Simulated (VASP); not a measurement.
# PbSe (Pm-3m) in VASP: further runs

The runs below take PbSe through vibrations by perturbation theory, elastic constants, electric field gradients, with PBEsol, PBE.

All numbers are computed with VASP 6.6.1; they aren't measurements. Logs are shortened: lines on timing, memory, paths and dates and some standing lists are left out, and cuts for length are marked.

## (1) The cell of the first run

It takes space group Pm-3m (No. 221, cubic). The conventional cell has a = 3.784 Å, b = 3.784 Å, c = 3.784 Å, α = 90.00°, β = 90.00°, γ = 90.00°. Within 4.3 Å of Pb (site symmetry m-3m) lie 8 Se at 3.28 Å and 6 Pb at 3.78 Å. Se (site symmetry m-3m) has 8 Pb at 3.28 Å and 6 Se at 3.78 Å within 4.3 Å.

## (2) Vibrations by perturbation theory, PBEsol

Input file INCAR:

```
PREC = Accurate ; ENCUT = 520
EDIFF = 1E-8 ; ISMEAR = -1
SIGMA = 0.05 ; LREAL = F
LASPH = T ; NELM = 60
ALGO = Normal ; ISIF = 2
LWAVE = F ; LCHARG = F
GGA = PS ; IBRION = 8
NSW = 1
```

Input file KPOINTS:

```
regular mesh
0
Gamma
  5 5 5
```

Input file POSCAR:

```
PbSe
1.0
    3.7843220000      0.0000000000      0.0000000000
    0.0000000000      3.7843220000      0.0000000000
    0.0000000000      0.0000000000      3.7843220000
Pb Se
1 1
Direct
    0.0000000000      0.0000000000      0.0000000000
    0.5000000000      0.5000000000      0.5000000000
```

Potentials or basis: VASP PAW PBE potentials, release 64 (Pb_d, Se).

Run with:

```bash
> cat potpaw_PBE.64/Pb_d/POTCAR potpaw_PBE.64/Se/POTCAR > POTCAR
> mpirun -np 1 vasp_std > vasp.out
```

OUTCAR:

```text
PREC = Accurate
   ENCUT = 520
   EDIFF = 1E-8
   ISMEAR = -1
   LREAL = F
   LASPH = T
   NELM = 60
   ISIF = 2
   GGA = PS
   IBRION = 8
   NSW = 1

 ion  position               nearest neighbor table
   1  0.000  0.000  0.000-   2 3.28   2 3.28   2 3.28   2 3.28   2 3.28   2 3.28   2 3.28   2 3.28

   2  0.500  0.500  0.500-   1 3.28   1 3.28   1 3.28   1 3.28   1 3.28   1 3.28   1 3.28   1 3.28

  LATTYP: Found a simple cubic cell.
 ALAT       =     3.7843220000

  Lattice vectors:

 A1 = (   3.7843220000,   0.0000000000,   0.0000000000)
 A2 = (   0.0000000000,   3.7843220000,   0.0000000000)
 A3 = (   0.0000000000,   0.0000000000,   3.7843220000)

Analysis of symmetry for initial positions (statically):
=====================================================================
 Subroutine PRICEL returns:
 Original cell was already a primitive cell.

 Routine SETGRP: Setting up the symmetry group for a
 simple cubic supercell.

 Subroutine GETGRP returns: Found 48 space group operations
 (whereof 48 operations were pure point group operations)
 out of a pool of 48 trial point group operations.

The static configuration has the point symmetry O_h .

Analysis of symmetry for dynamics (positions and initial velocities):
=====================================================================
 Subroutine PRICEL returns:
 Original cell was already a primitive cell.

 Routine SETGRP: Setting up the symmetry group for a
 simple cubic supercell.

 Subroutine GETGRP returns: Found 48 space group operations
 (whereof 48 operations were pure point group operations)
 out of a pool of 48 trial point group operations.

The dynamic configuration has the point symmetry O_h .

 Subroutine INISYM returns: Found 48 space group operations
 (whereof 48 operations are pure point group operations),
 and found     1 'primitive' translations

----------------------------------------------------------------------------------------

                                     Primitive cell

  volume of cell :      54.1956
[... 311 lines left out ...]
 -----------------------------------------------------------------------------
  energy-cutoff  :      520.00
  volume of cell :       54.20
      direct lattice vectors                 reciprocal lattice vectors
     3.784322000  0.000000000  0.000000000     0.264248127  0.000000000  0.000000000
     0.000000000  3.784322000  0.000000000     0.000000000  0.264248127  0.000000000
     0.000000000  0.000000000  3.784322000     0.000000000  0.000000000  0.264248127

 POSITION                                       TOTAL-FORCE (eV/Angst)
 -----------------------------------------------------------------------------------
      0.00000      0.00000      0.00000         0.000000      0.000000      0.000000
      1.89216      1.89216      1.89216         0.000000      0.000000      0.000000
 -----------------------------------------------------------------------------------
    total drift:                               -0.000000      0.000000      0.000000

  FREE ENERGIE OF THE ION-ELECTRON SYSTEM (eV)
  ---------------------------------------------------
  free  energy   TOTEN  =        -8.4520548566 eV

  energy  without entropy=       -8.4413593702  energy(sigma->0) =       -8.44670711

[... ionic steps 2 to 3 ...]

--------------------------------------- Ionic step        4  -------------------------------------------

------------------------ aborting loop because EDIFF is reached ----------------------------------------

[... ionic steps 5 to 6 ...]

--------------------------------------- Ionic step        7  -------------------------------------------

 Free energy of the ion-electron system (eV)
  ---------------------------------------------------
  ---------------------------------------------------
  free energy    TOTEN  =        -0.08373192 eV

  energy without entropy =       -0.08373194

------------------------ aborting loop because EDIFF is reached ----------------------------------------

 INTERNAL STRAIN TENSOR  FOR ION    2  DIRECTION 1   (eV/Angst):
 -----------------------------------------------------------------------------
    -0.02849 -0.00000 -0.00000
    -0.00000  0.01829 -0.00000
     0.00000 -0.00000  0.01829

 INTERNAL STRAIN TENSOR FOR ION    2 for displacements in x,y,z  (eV/Angst):
          X           Y           Z          XY          YZ          ZX
  --------------------------------------------------------------------------------
  x     0.00000     0.00000     0.00000     0.00000     0.00000     0.00000
  y     0.00000     0.00000     0.00000     0.00000     0.00000     0.00000
  z     0.00000     0.00000     0.00000     0.00000     0.00000     0.00000

 SECOND DERIVATIVES (NOT SYMMETRIZED)
 ------------------------------------
               1X          1Y          1Z          2X          2Y          2Z
  1X     1.145547   -0.000000    0.000000   -1.145547    0.000000    0.000000
  1Y    -0.000000    1.145547    0.000000    0.000000   -1.145547   -0.000000
  1Z     0.000000    0.000000    1.145547   -0.000000    0.000000   -1.145547
  2X    -1.153562   -0.000000    0.000000    1.153562    0.000000   -0.000000
  2Y    -0.000000   -1.153562    0.000000    0.000000    1.153562   -0.000000
  2Z     0.000000    0.000000   -1.153562    0.000000   -0.000000    1.153562

 Eigenvectors and eigenvalues of the dynamical matrix
 ----------------------------------------------------

   1 f  =    0.003451 THz     0.021685 2PiTHz    0.115121 cm-1     0.014273 meV
             X         Y         Z           dx          dy          dz
      0.000000  0.000000  0.000000     0.012766    0.346000   -0.778191
      1.892161  1.892161  1.892161     0.007853    0.212850   -0.478721
[... 21 lines left out ...]
   6 f/i=    2.218508 THz    13.939297 2PiTHz   74.001460 cm-1     9.175008 meV
             X         Y         Z           dx          dy          dz
      0.000000  0.000000  0.000000     0.000000   -0.000000   -0.523966
      1.892161  1.892161  1.892161    -0.000000    0.000000    0.851739

--------------------------------------------------------------------------------------------------------

 ELASTIC MODULI CONTR FROM IONIC RELAXATION (kBar)
 Direction    XX          YY          ZZ          XY          YZ          ZX
 --------------------------------------------------------------------------------
 XX           0.0000      0.0000      0.0000      0.0000      0.0000      0.0000
 YY           0.0000      0.0000      0.0000      0.0000      0.0000      0.0000
 ZZ           0.0000      0.0000      0.0000      0.0000      0.0000      0.0000
 XY           0.0000      0.0000      0.0000      0.0000      0.0000      0.0000
 YZ           0.0000      0.0000      0.0000      0.0000      0.0000      0.0000
 ZX           0.0000      0.0000      0.0000      0.0000      0.0000      0.0000
 --------------------------------------------------------------------------------
```

Wall time 68 s (1 thread of AMD EPYC 7R43 (Zen 3), shared host); peak memory 0.16 GiB.

What came out:

```
Highest phonon frequency at Γ, LO-TO splitting left out : 0 cm⁻¹
Most unstable mode                                      : 74i cm⁻¹
```

Phonon frequencies in cm⁻¹ (negative: imaginary):
| q point | frequencies |
| --- | --- |
| (0.000, 0.000, 0.000) | -74 -74 -74 0 0 0 |

Caveat: the cell wasn't relaxed at this level first, which shifts response properties; some modes are imaginary; the PAW data sets were made with another functional, which shifts forces and pressure a little; spin-orbit coupling is left out, which moves the levels of the heavy elements.

## (3) Elastic constants, PBEsol

Input file INCAR:

```
PREC = Accurate
ENCUT = 600
EDIFF = 1E-8
ISMEAR = -1
SIGMA = 0.05
LREAL = False
LASPH = True
NELM = 60
ALGO = Normal
ISIF = 3
LWAVE = False
LCHARG = False
GGA = PS
IBRION = 6
NFREE = 2
POTIM = 0.015
NSW = 1
```

Input file KPOINTS:

```
Automatic mesh
0
Gamma
  5 5 5
```

POSCAR is that of step 2.

Potentials or basis: VASP PAW PBE potentials, release 64 (Pb_d, Se).

Run with:

```bash
> cat potpaw_PBE.64/Pb_d/POTCAR potpaw_PBE.64/Se/POTCAR > POTCAR
> mpirun -np 1 vasp_std > vasp.out
```

It took 4.5 min on 1 thread of AMD EPYC 7R43 (Zen 3), shared host; peak memory 0.18 GiB.

It converged, with:

| Quantity | Value |
| --- | --- |
| Elastic constants C11, C12, C44 | 66, 36, -1 GPa |
| Voigt bulk modulus | 46 GPa |
| Highest phonon frequency at Γ, LO-TO splitting left out | 0 cm⁻¹ |
| Most unstable mode | 74i cm⁻¹ |

Phonon frequencies in cm⁻¹ (negative: imaginary):
```
              q point        frequencies
(0.000, 0.000, 0.000)  -74 -74 -74 0 0 0
```

Elastic tensor in Voigt notation (GPa, in the Cartesian axes of the cell as first typed):
```
66 36 36  0  0  0
36 66 36  0  0  0
36 36 66  0  0  0
 0  0  0 -1  0  0
 0  0  0  0 -1  0
 0  0  0  0  0 -1
```

Clamped-ion elastic tensor (GPa):
```
66 36 36  0  0  0
36 66 36  0  0  0
36 36 66  0  0  0
 0  0  0 -1  0  0
 0  0  0  0 -1  0
 0  0  0  0  0 -1
```

Caveat: the cell is under stress, which shifts elastic constants; some modes are imaginary; the elastic tensor has a negative eigenvalue, so either the cell is unstable as it stands or the mesh is too thin; the PAW data sets were made with another functional, which shifts forces and pressure a little; spin-orbit coupling is left out, which moves the levels of the heavy elements.

## (4) Electric field gradients, PBE

Input file INCAR:

```
SYSTEM = PbSe
PREC = Accurate
ENCUT = 400
EDIFF = 1E-8
ISMEAR = -1
SIGMA = 0.05
LREAL = .FALSE.
LASPH = .TRUE.
NELM = 120
ALGO = Normal
ISIF = 2
LWAVE = .FALSE.
LCHARG = .FALSE.
GGA = PE
LEFG = .TRUE.
NBANDS = 17
GGA_COMPAT = .FALSE.
```

Input file KPOINTS:

```
regular mesh
0
G
  7 7 7
  0 0 0
```

POSCAR is that of step 3.

Potentials or basis: VASP PAW PBE potentials, release 64 (Pb_d, Se).

Run with:

```bash
> cat potpaw_PBE.64/Pb_d/POTCAR potpaw_PBE.64/Se/POTCAR > POTCAR
> mpirun -np 1 vasp_std > vasp.out
```

OUTCAR:

```text
SYSTEM = PbSe
   PREC = Accurate
   ENCUT = 400
   EDIFF = 1E-8
   ISMEAR = -1
   LREAL = .FALSE.
   LASPH = .TRUE.
   NELM = 120
   ISIF = 2
   GGA = PE

 ion  position               nearest neighbor table
   1  0.000  0.000  0.000-   2 3.28   2 3.28   2 3.28   2 3.28   2 3.28   2 3.28   2 3.28   2 3.28

   2  0.500  0.500  0.500-   1 3.28   1 3.28   1 3.28   1 3.28   1 3.28   1 3.28   1 3.28   1 3.28

  LATTYP: Found a simple cubic cell.
 ALAT       =     3.7843220000

  Lattice vectors:

 A1 = (   3.7843220000,   0.0000000000,   0.0000000000)
[... 607 lines left out ...]
  free  energy   TOTEN  =        -7.7197017539 eV

  energy  without entropy=       -7.7089579840  energy(sigma->0) =       -7.71432987

 Electric field gradients (V/A^2)
---------------------------------------------------------------------
 ion       V_xx      V_yy      V_zz      V_xy      V_xz      V_yz
---------------------------------------------------------------------
   1      -0.000     0.000    -0.000     0.000    -0.000     0.000
   2       0.000     0.000     0.000    -0.000    -0.000    -0.000
---------------------------------------------------------------------

 Electric field gradients after diagonalization (V/A^2)
 (convention: |V_zz| > |V_xx| > |V_yy|)
----------------------------------------------------------------------
 ion       V_xx      V_yy      V_zz     asymmetry (V_yy - V_xx)/ V_zz
----------------------------------------------------------------------
   1      -0.000     0.000    -0.000      -0.105
   2       0.000     0.000     0.000      -0.088
----------------------------------------------------------------------

           NMR quadrupolar parameters

 Cq : quadrupolar parameter    Cq=e*Q*V_zz/h
 eta: asymmetry parameters     (V_yy - V_xx)/ V_zz
 Q  : nuclear electric quadrupole moment in mb (millibarn)
----------------------------------------------------------------------
 ion       Cq(MHz)       eta       Q (mb)
----------------------------------------------------------------------
   1      -0.000      -0.105       1.000
   2       0.000      -0.088       1.000
----------------------------------------------------------------------
```

OSZICAR:

```text
N       E                     dE             d eps       ncg     rms          rms(c)
DAV:   1     0.143860163750E+03    0.14386E+03   -0.84583E+03   680   0.101E+03
DAV:   2     0.202089534702E+01   -0.14184E+03   -0.13714E+03   710   0.279E+02
DAV:   3    -0.794952216636E+01   -0.99704E+01   -0.98801E+01   916   0.818E+01
DAV:   4    -0.816244604969E+01   -0.21292E+00   -0.21279E+00   824   0.130E+01
DAV:   5    -0.816930681859E+01   -0.68608E-02   -0.68605E-02   932   0.229E+00    0.289E+00
DAV:   6    -0.772426784178E+01    0.44504E+00   -0.10805E+00  1025   0.694E+00    0.151E+00
DAV:   7    -0.772109269909E+01    0.31751E-02   -0.96617E-02   766   0.150E+00    0.881E-01
DAV:   8    -0.772088946698E+01    0.20323E-03   -0.17252E-02   826   0.122E+00    0.205E-01
DAV:   9    -0.771979075879E+01    0.10987E-02   -0.77528E-03  1000   0.629E-01    0.735E-02
DAV:  10    -0.771970734865E+01    0.83410E-04   -0.92831E-04   916   0.194E-01    0.297E-02
DAV:  11    -0.771970173094E+01    0.56177E-05   -0.10571E-04   892   0.635E-02    0.358E-03
DAV:  12    -0.771970217956E+01   -0.44862E-06   -0.61828E-06   846   0.206E-02    0.310E-03
DAV:  13    -0.771970177795E+01    0.40161E-06   -0.68132E-07   959   0.581E-03    0.715E-04
DAV:  14    -0.771970175756E+01    0.20387E-07   -0.74017E-08   759   0.182E-03    0.301E-04
DAV:  15    -0.771970174402E+01    0.13546E-07   -0.25961E-09   440   0.475E-04    0.134E-04
DAV:  16    -0.771970175392E+01   -0.99008E-08   -0.69794E-10   418   0.352E-04
   1 F= -.77197018E+01 E0= -.77143299E+01  d E =-.107438E-01
```

Wall time 19 s (1 thread of Intel Xeon Platinum 8375C at 2.90GHz (Ice Lake), shared host); peak memory 0.16 GiB.

What came out:

```
Free energy            : -7.7197 eV
Pressure               : -0.2 GPa
Band gap on the k mesh : zero (band 10 reaches 5.30 eV, above the bottom of band 11 at 5.19 eV)
```

Caveat: without QUAD_EFG the Cq values of the log hold for a quadrupole moment of 1 mb, not for the nuclei; spin-orbit coupling is left out, which moves the levels of the heavy elements.
